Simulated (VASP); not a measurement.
The system is TiAl3.

```
Ti Al
1.0
    -1.88528    1.88528    4.22281
     1.88528   -1.88528    4.22281
     1.88528    1.88528   -4.22281
Ti Al
1 3
Direct
  0.00000 0.00000 0.00000
  0.25000 0.75000 0.50000
  0.75000 0.25000 0.50000
  0.50000 0.50000 0.00000
```

This cell differs from its parent crystal: volume scaled by 0.96.

Base run:

* Program: VASP 6.6.1
* Functional: LDA
* Potentials or basis: VASP PAW LDA potentials, release 64 (Ti_sv, Al)
* Cutoff: 520 eV
* k mesh: 10 × 10 × 10
* Occupations: fermi-dirac, width 0.05 eV
* Spin: no spin polarisation

Its results: pressure 1.2 GPa.

Task: The run is repeated on the same cell with these changes: functional from LDA to PBE; potentials or basis from VASP PAW LDA potentials, release 64 (Ti_sv, Al) to VASP PAW PBE potentials, release 64 (Ti_sv, Al). What comes out?

Result: Pressure 7.1 GPa.
